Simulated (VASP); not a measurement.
# Tl (I4_1/amd) in VASP: further runs

Runs on Tl. Level: PBEsol. Tasks: single point.

All numbers are computed with VASP 6.6.1; they aren't measurements. Logs are shortened: lines on timing, memory, paths and dates and some standing lists are left out, and cuts for length are marked.

### Step 1. The cell of the first run

The structure is tetragonal, space group I4_1/amd (No. 141). The conventional cell has a = 6.115 Å, b = 6.115 Å, c = 3.223 Å, α = 90.00°, β = 90.00°, γ = 90.00°. Within 4.2 Å of Tl (site symmetry -4m2) lie 10 Tl at 3.16 to 3.90 Å.

### Step 2. Single point, PBEsol

File INCAR:

```
SYSTEM = Tl
ALGO = Fast ; EDIFF = 1E-6
ENCUT = 520 ; GGA = PS
ISIF = 2 ; ISMEAR = 0
LASPH = .TRUE. ; LCHARG = .FALSE.
LREAL = .FALSE. ; LWAVE = .FALSE.
NBANDS = 20 ; NELM = 60
PREC = Accurate ; SIGMA = 0.1
```

File KPOINTS:

```
k-points
0
G
  6 6 6
  0 0 0
```

File POSCAR:

```
Tl
1.0
   -3.0572746635      3.0572746635      1.6117366552
    3.0572746635     -3.0572746635      1.6117366552
    3.0572746635      3.0572746635     -1.6117366552
Tl
2
Direct
    0.7500000000      0.2500000000      0.5000000000
    0.0000000000      0.0000000000      0.0000000000
```

Potentials or basis: VASP PAW PBE potentials, release 64 (Tl_d).

The run is started by

```console
$ cat potpaw_PBE.64/Tl_d/POTCAR > POTCAR
$ mpirun -np 1 vasp_std > vasp.out
```

OUTCAR:

```text
SYSTEM = Tl
   EDIFF = 1E-6
   ENCUT = 520
   GGA = PS
   ISIF = 2
   ISMEAR = 0
   LASPH = .TRUE.
   LREAL = .FALSE.
   NELM = 60
   PREC = Accurate

 ion  position               nearest neighbor table
   1  0.750  0.250  0.500-   2 3.16   2 3.16   2 3.16   2 3.16   2 3.90   2 3.90   2 3.90   2 3.90

   2  0.000  0.000  0.000-   1 3.16   1 3.16   1 3.16   1 3.16   1 3.90   1 3.90   1 3.90   1 3.90

  LATTYP: Found a body centered tetragonal cell.
 ALAT       =     6.1145493270
 C/A-ratio  =     0.5271808498

  Lattice vectors:

 A1 = (  -3.0572746635,   3.0572746635,   1.6117366552)
 A2 = (   3.0572746635,  -3.0572746635,   1.6117366552)
 A3 = (   3.0572746635,   3.0572746635,  -1.6117366552)

Analysis of symmetry for initial positions (statically):
=====================================================================
 Subroutine PRICEL returns:
 Original cell was already a primitive cell.

 Routine SETGRP: Setting up the symmetry group for a
 body centered tetragonal supercell.

 Subroutine GETGRP returns: Found 16 space group operations
 (whereof  8 operations were pure point group operations)
 out of a pool of 16 trial point group operations.

The static configuration has the point symmetry D_2d.
 The point group associated with its full space group is D_4h.

Analysis of symmetry for dynamics (positions and initial velocities):
=====================================================================
 Subroutine PRICEL returns:
 Original cell was already a primitive cell.

 Routine SETGRP: Setting up the symmetry group for a
 body centered tetragonal supercell.

 Subroutine GETGRP returns: Found 16 space group operations
 (whereof  8 operations were pure point group operations)
 out of a pool of 16 trial point group operations.

The dynamic configuration has the point symmetry D_2d.
 The point group associated with its full space group is D_4h.

 Subroutine INISYM returns: Found 16 space group operations
 (whereof  8 operations are pure point group operations),
 and found     1 'primitive' translations

----------------------------------------------------------------------------------------

                                     Primitive cell

  volume of cell :      60.2591

  direct lattice vectors                    reciprocal lattice vectors
    -3.057274663  3.057274663  1.611736655     0.000000000  0.163544351  0.310224377
     3.057274663 -3.057274663  1.611736655     0.163544351  0.000000000  0.310224377
     3.057274663  3.057274663 -1.611736655     0.163544351  0.163544351  0.000000000

  length of vectors
     4.614276951  4.614276951  4.614276951     0.350693483  0.350693483  0.231286639

  position of ions in fractional coordinates (direct lattice)
     0.750000000  0.250000000  0.500000000
     0.000000000  0.000000000  0.000000000

  ion indices of the primitive-cell ions
   primitive index   ion index
                 1           1
                 2           2

----------------------------------------------------------------------------------------

 KPOINTS: k-points

Automatic generation of k-mesh.
 Grid dimensions read from file:
 generate k-points for:    6    6    6

 Generating k-lattice:

  Cartesian coordinates                     Fractional coordinates (reciprocal lattice)
     0.000000000  0.027257392  0.051704063     0.166666667  0.000000000 -0.000000000
     0.027257392  0.000000000  0.051704063     0.000000000  0.166666667 -0.000000000
     0.027257392  0.027257392  0.000000000     0.000000000  0.000000000  0.166666667

  Length of vectors
     0.058448914  0.058448914  0.038547773

  Shift w.r.t. Gamma in fractional coordinates (k-lattice)
     0.000000000  0.000000000  0.000000000

 Subroutine IBZKPT returns following result:
 ===========================================

 Found     30 irreducible k-points:

 Following reciprocal coordinates:
            Coordinates               Weight
  0.000000  0.000000  0.000000      1.000000
  0.166667  0.000000 -0.000000      8.000000
  0.333333  0.000000 -0.000000      8.000000
  0.500000  0.000000 -0.000000      4.000000
  0.166667  0.166667 -0.000000      8.000000
  0.333333  0.166667 -0.000000     16.000000
[... 16 lines left out ...]
 -0.333333 -0.333333  0.166667      8.000000
 -0.166667 -0.333333  0.166667      8.000000
 [... further k-points ...]
   k-points           NKPTS =     30   k-points in BZ     NKDIM =     30   number of bands    NBANDS=     20
   number of dos      NEDOS =    301   number of ions     NIONS =      2
   total plane-waves  NPLWV =  46656
   dimension x,y,z NGX =    36 NGY =   36 NGZ =   36
   dimension x,y,z NGXF=    72 NGYF=   72 NGZF=   72
   ions per type =               2
   NGX,Y,Z   is equivalent  to a cutoff of  12.97, 12.97, 12.97 a.u.
   NGXF,Y,Z  is equivalent  to a cutoff of  25.94, 25.94, 25.94 a.u.
 SYSTEM =  Tl
   PREC   = accura    normal or accurate (medium, high low for compatibility)
   ISTART =      0    job   : 0-new  1-cont  2-samecut
   ICHARG =      2    charge: 1-file 2-atom 10-const
   ISPIN  =      1    spin polarized calculation?
   LNONCOLLINEAR =      F non collinear calculations
   LSORBIT =      F    spin-orbit coupling
   LASPH  =      T    aspherical Exc in radial PAW
   ENCUT  =  520.0 eV  38.22 Ry    6.18 a.u.   8.58  8.58  8.58*2*pi/ulx,y,z
   NELM   =     60;   NELMIN=  2; NELMDL= -5     # of ELM steps
   EDIFF  = 0.1E-05   stopping-criterion for ELM
   LREAL  =      F    real-space projection
   EDIFFG = 0.1E-04   stopping-criterion for IOM
   NSW    =      0    number of steps for IOM
   IBRION =     -1    ionic relax: 0-MD 1-quasi-New 2-CG
   NFREE  =      0    steps in history (QN), initial steepest desc. (CG)
   ISIF   =      2    stress and relaxation
   ISYM   =      2    0-nonsym 1-usesym 2-fastsym
   POTIM  = 0.5000    time-step for ionic-motion
   TEBEG  =    0.0;   TEEND  =   0.0 temperature during run
   PSTRESS=    0.0 pullay stress
   NELECT =      26.0000    total number of electrons
   NUPDOWN=      -1.0000    fix difference up-down
   EMIN   =  10.00;   EMAX   =-10.00  energy-range for DOS
   EFERMI =   0.00;   METHOD = LEGACY
   ISMEAR =     0;   SIGMA  =   0.10  broadening in eV -4-tet -1-fermi 0-gaus
   EFERMI_NEDOS =   21; number of points for ismear=-14 and -15
   IALGO  =     68    algorithm
   IMIX   =      4    mixing-type and parameters
     AMIX     =   0.40;   BMIX     =  1.00
     AMIX_MAG =   1.60;   BMIX_MAG =  1.00
  volume/ion in A,a.u.               =      30.13       203.32
  Fermi-wavevector in a.u.,A,eV,Ry     =   1.237062  2.337709 20.821315  1.530323
  Thomas-Fermi vector in A             =   2.371645
   LORBIT       =      0    0 simple, 1 ext, 2 COOP (PROOUT), +10 PAW based schemes
   GGA     = PS    functional components
   LHFCALC =     F    Hartree Fock is set to
   AEXX    =    0.0000 exact exchange contribution
   IVDW    =     0    specifies the selected vdW correction
   LEPSILON=     F    determine dielectric tensor
   LRPA    =     F    only Hartree local field effects (RPA)
 non-spin polarized calculation
 RMM-DIIS sequential band-by-band and
 Gauss-broadening in eV      SIGMA  =   0.10
  energy-cutoff  :      520.00
  volume of cell :       60.26
 maximum number of plane-waves:      1642
 NGX is ok and might be reduce to    36
   NGX = 17   NGY = 17   NGZ = 17

 number of electron      26.0000005 magnetization

 Free energy of the ion-electron system (eV)
  ---------------------------------------------------
  ext. energy  EPLUGINS =         0.00000000
  ---------------------------------------------------
  free energy    TOTEN  =        -5.02447005 eV

  energy without entropy =       -5.00921504  energy(sigma->0) =       -5.01684255

 E-fermi :   5.9143     XC(G=0): -10.0613

 val. band max:        5.8993231963   @ k =  -0.3333   0.5000   0.1667
 cond. band min:       5.9417915328   @ k =   0.5000   0.0000  -0.0000
 fundamental gap:      0.0424683365
 Fermi energy:         5.9143387680

 k-point     1 :       0.0000    0.0000    0.0000
  band No.  band energies     occupation
      1      -6.1993      2.00000
      2      -6.0449      2.00000
      3      -6.0174      2.00000
      4      -6.0007      2.00000
      5      -5.4055      2.00000
      6      -5.4055      2.00000
[... 12 lines left out ...]
     19      15.3549      0.00000
     20      16.9135      0.00000

 k-point     2 :       0.1667    0.0000   -0.0000
  band No.  band energies     occupation
      1      -6.1561      2.00000
      2      -5.9338      2.00000
      3      -5.8995      2.00000
      4      -5.8029      2.00000
      5      -5.5484      2.00000
      6      -5.5135      2.00000
[... 12 lines left out ...]
     19      13.5389      0.00000
     20      15.5704      0.00000

 k-point     3 :       0.3333    0.0000   -0.0000
  band No.  band energies     occupation
      1      -6.0683      2.00000
      2      -5.8516      2.00000
      3      -5.8170      2.00000
      4      -5.7351      2.00000
      5      -5.6932      2.00000
      6      -5.5446      2.00000
[... 12 lines left out ...]
     19      13.6987      0.00000
     20      14.2801      0.00000

 k-point     4 :       0.5000    0.0000   -0.0000
  band No.  band energies     occupation
      1      -6.0301      2.00000
      2      -5.9169      2.00000
      3      -5.8936      2.00000
      4      -5.8057      2.00000
      5      -5.6278      2.00000
      6      -5.6090      2.00000
[... 429 lines left out ...]
 k-point    23 :      -0.3333   -0.3333    0.1667
  band No.  band energies     occupation
      1      -6.0012      2.00000
      2      -5.8676      2.00000
      3      -5.7089      2.00000
      4      -5.6452      2.00000
      5      -5.6089      2.00000
      6      -5.5988      2.00000
[... 12 lines left out ...]
     19      16.2606      0.00000
     20      17.2079      0.00000

 k-point    24 :      -0.1667   -0.3333    0.1667
  band No.  band energies     occupation
      1      -6.0536      2.00000
      2      -5.8899      2.00000
      3      -5.8504      2.00000
      4      -5.7083      2.00000
      5      -5.6667      2.00000
      6      -5.6029      2.00000
[... 12 lines left out ...]
     19      13.9917      0.00000
     20      16.6727      0.00000

 [... further k-points ...]

------------------------ aborting loop because EDIFF is reached ----------------------------------------

  FORCE on cell =-STRESS in cart. coord.  units (eV):
  Direction    XX          YY          ZZ          XY          YZ          ZX
  --------------------------------------------------------------------------------------
  -------------------------------------------------------------------------------------
  Total       -0.0424516     -0.0424516      0.1908125      0.0000000     -0.0000000      0.0000000
  in kB       -1.1287073     -1.1287073      5.0733458      0.0000000     -0.0000000      0.0000000
  external PRESSURE =       0.9386437 kB  Pullay stress =       0.0000000 kB

 VOLUME and BASIS-vectors are now :
 -----------------------------------------------------------------------------
  energy-cutoff  :      520.00
  volume of cell :       60.26
      direct lattice vectors                 reciprocal lattice vectors
    -3.057274663  3.057274663  1.611736655     0.000000000  0.163544351  0.310224377
     3.057274663 -3.057274663  1.611736655     0.163544351  0.000000000  0.310224377
     3.057274663  3.057274663 -1.611736655     0.163544351  0.163544351  0.000000000

 POSITION                                       TOTAL-FORCE (eV/Angst)
 -----------------------------------------------------------------------------------
     -0.00000      3.05727      0.80587         0.000000      0.000000      0.000000
      0.00000      0.00000      0.00000        -0.000000     -0.000000     -0.000000
 -----------------------------------------------------------------------------------
    total drift:                               -0.000000      0.000000     -0.000000

  FREE ENERGIE OF THE ION-ELECTRON SYSTEM (eV)
  ---------------------------------------------------
  free  energy   TOTEN  =        -5.0244700526 eV

  energy  without entropy=       -5.0092150379  energy(sigma->0) =       -5.01684255
```

Run time: 24 s. Hardware: 1 thread of AMD EPYC 9R45 (Zen 5), shared host; peak memory 0.18 GiB.

Results:

| Quantity | Value |
| --- | --- |
| Free energy | -5.0245 eV |
| Pressure | 0.1 GPa |
| Band gap on the k mesh | zero (bands 13 and 14 overlap by 5.72 eV) |

Caveat: the k points lie up to 0.37 Å⁻¹ apart, too coarse for converged energies and pressures of a metal; the PAW data sets were made with another functional, which shifts forces and pressure a little; spin-orbit coupling is left out, which moves the levels of the heavy elements.

### Step 3. Single point, PBEsol

File INCAR:

```
  PREC = Accurate
  ENCUT = 520
  EDIFF = 1E-6
  ISMEAR = 0
  SIGMA = 0.1
  LREAL = False
  LASPH = True
  NELM = 100
  ALGO = Fast
  ISIF = 2
  LWAVE = False
  LCHARG = False
  GGA = PS
  NBANDS = 20
```

File KPOINTS:

```
Automatic mesh
0
Gamma
  14 14 14
```

POSCAR is that of step 2.

Potentials or basis: VASP PAW PBE potentials, release 64 (Tl_d).

The run is started by

```console
$ cat potpaw_PBE.64/Tl_d/POTCAR > POTCAR
$ mpirun -np 1 vasp_std > vasp.out
```

OUTCAR:

```text
PREC = Accurate
   ENCUT = 520
   EDIFF = 1E-6
   ISMEAR = 0
   LREAL = False
   LASPH = True
   NELM = 100
   ISIF = 2
   GGA = PS

 ion  position               nearest neighbor table
   1  0.750  0.250  0.500-   2 3.16   2 3.16   2 3.16   2 3.16   2 3.90   2 3.90   2 3.90   2 3.90

   2  0.000  0.000  0.000-   1 3.16   1 3.16   1 3.16   1 3.16   1 3.90   1 3.90   1 3.90   1 3.90

  LATTYP: Found a body centered tetragonal cell.
 ALAT       =     6.1145493270
 C/A-ratio  =     0.5271808498

  Lattice vectors:

 A1 = (  -3.0572746635,   3.0572746635,   1.6117366552)
 A2 = (   3.0572746635,  -3.0572746635,   1.6117366552)
 A3 = (   3.0572746635,   3.0572746635,  -1.6117366552)

Analysis of symmetry for initial positions (statically):
=====================================================================
 Subroutine PRICEL returns:
 Original cell was already a primitive cell.

 Routine SETGRP: Setting up the symmetry group for a
 body centered tetragonal supercell.

 Subroutine GETGRP returns: Found 16 space group operations
 (whereof  8 operations were pure point group operations)
 out of a pool of 16 trial point group operations.

The static configuration has the point symmetry D_2d.
 The point group associated with its full space group is D_4h.

Analysis of symmetry for dynamics (positions and initial velocities):
=====================================================================
 Subroutine PRICEL returns:
 Original cell was already a primitive cell.

 Routine SETGRP: Setting up the symmetry group for a
 body centered tetragonal supercell.

 Subroutine GETGRP returns: Found 16 space group operations
 (whereof  8 operations were pure point group operations)
 out of a pool of 16 trial point group operations.

The dynamic configuration has the point symmetry D_2d.
 The point group associated with its full space group is D_4h.

[... 113 lines left out ...]
   ISMEAR =     0;   SIGMA  =   0.10  broadening in eV -4-tet -1-fermi 0-gaus
   EFERMI_NEDOS =   21; number of points for ismear=-14 and -15
   IALGO  =     68    algorithm
   IMIX   =      4    mixing-type and parameters
     AMIX     =   0.40;   BMIX     =  1.00
     AMIX_MAG =   1.60;   BMIX_MAG =  1.00
  volume/ion in A,a.u.               =      30.13       203.32
  Fermi-wavevector in a.u.,A,eV,Ry     =   1.237062  2.337709 20.821315  1.530323
  Thomas-Fermi vector in A             =   2.371645
   LORBIT       =      0    0 simple, 1 ext, 2 COOP (PROOUT), +10 PAW based schemes
   GGA     = PS    functional components
   LHFCALC =     F    Hartree Fock is set to
   AEXX    =    0.0000 exact exchange contribution
   IVDW    =     0    specifies the selected vdW correction
   LEPSILON=     F    determine dielectric tensor
   LRPA    =     F    only Hartree local field effects (RPA)
 non-spin polarized calculation
 RMM-DIIS sequential band-by-band and
 Gauss-broadening in eV      SIGMA  =   0.10
  energy-cutoff  :      520.00
  volume of cell :       60.26
 maximum number of plane-waves:      1649
   NGX = 17   NGY = 17   NGZ = 17

 number of electron      26.0000005 magnetization

 Free energy of the ion-electron system (eV)
  ---------------------------------------------------
  ext. energy  EPLUGINS =         0.00000000
  ---------------------------------------------------
  free energy    TOTEN  =        -5.06297069 eV

  energy without entropy =       -5.05646313  energy(sigma->0) =       -5.05971691

 E-fermi :   5.9591     XC(G=0): -10.0605

 val. band max:        5.9520319201   @ k =   0.5000   0.0000  -0.0000
 cond. band min:       5.9597430980   @ k =  -0.1429   0.5000   0.0714
 fundamental gap:      0.0077111779
 Fermi energy:         5.9590620169

 k-point     1 :       0.0000    0.0000    0.0000
  band No.  band energies     occupation
      1      -6.2047      2.00000
      2      -6.0357      2.00000
      3      -6.0065      2.00000
      4      -6.0064      2.00000
      5      -5.4013      2.00000
      6      -5.4013      2.00000
[... 541 lines left out ...]
     19      14.3147      0.00000
     20      14.6640      0.00000

 [... further k-points ...]

------------------------ aborting loop because EDIFF is reached ----------------------------------------

  FORCE on cell =-STRESS in cart. coord.  units (eV):
  Direction    XX          YY          ZZ          XY          YZ          ZX
  --------------------------------------------------------------------------------------
  -------------------------------------------------------------------------------------
  Total        0.0034359      0.0034359     -0.0072705      0.0000000      0.0000000      0.0000000
  in kB        0.0913552      0.0913552     -0.1933101      0.0000000      0.0000000      0.0000000
  external PRESSURE =      -0.0035333 kB  Pullay stress =       0.0000000 kB

 VOLUME and BASIS-vectors are now :
 -----------------------------------------------------------------------------
  energy-cutoff  :      520.00
  volume of cell :       60.26
      direct lattice vectors                 reciprocal lattice vectors
    -3.057274663  3.057274663  1.611736655     0.000000000  0.163544351  0.310224377
     3.057274663 -3.057274663  1.611736655     0.163544351  0.000000000  0.310224377
     3.057274663  3.057274663 -1.611736655     0.163544351  0.163544351  0.000000000

 POSITION                                       TOTAL-FORCE (eV/Angst)
 -----------------------------------------------------------------------------------
     -0.00000      3.05727      0.80587         0.000000     -0.000000      0.000000
      0.00000      0.00000      0.00000        -0.000000      0.000000     -0.000000
 -----------------------------------------------------------------------------------
    total drift:                               -0.000000      0.000000     -0.000000

  FREE ENERGIE OF THE ION-ELECTRON SYSTEM (eV)
  ---------------------------------------------------
  free  energy   TOTEN  =        -5.0629706887 eV

  energy  without entropy=       -5.0564631260  energy(sigma->0) =       -5.05971691
```

Run time: 2.7 min. Hardware: 1 thread of AMD EPYC 9R45 (Zen 5), shared host; peak memory 0.35 GiB.

What came out:

| Item | Value |
| --- | --- |
| Free energy | -5.0630 eV |
| Pressure | 0.0 GPa |
| Band gap on the k mesh | zero (bands 13 and 14 overlap by 5.87 eV) |

Levels at points of the mesh, in eV from the Fermi level:
```tsv
k point	band 9	band 10	band 11	band 12	band 13	band 14	band 15	band 16	band 17	band 18
(0.00, 0.00, 0.00)	-11.17	-10.92	-10.00	-3.08	-0.37	-0.37	4.82	7.50	7.50	9.39
(0.50, 0.00, 0.00)	-11.13	-11.00	-5.52	-4.05	-1.05	-0.01	0.85	4.36	4.42	6.53
(0.50, 0.50, 0.00)	-11.22	-11.22	-7.78	-7.78	2.52	2.52	2.74	2.74	8.00	8.00
(0.50, 0.50, 0.50)	-11.33	-11.33	-6.32	-6.32	-3.20	-3.20	7.44	7.44	10.82	10.82
```

Caveat: the PAW data sets were made with another functional, which shifts forces and pressure a little; spin-orbit coupling is left out, which moves the levels of the heavy elements.
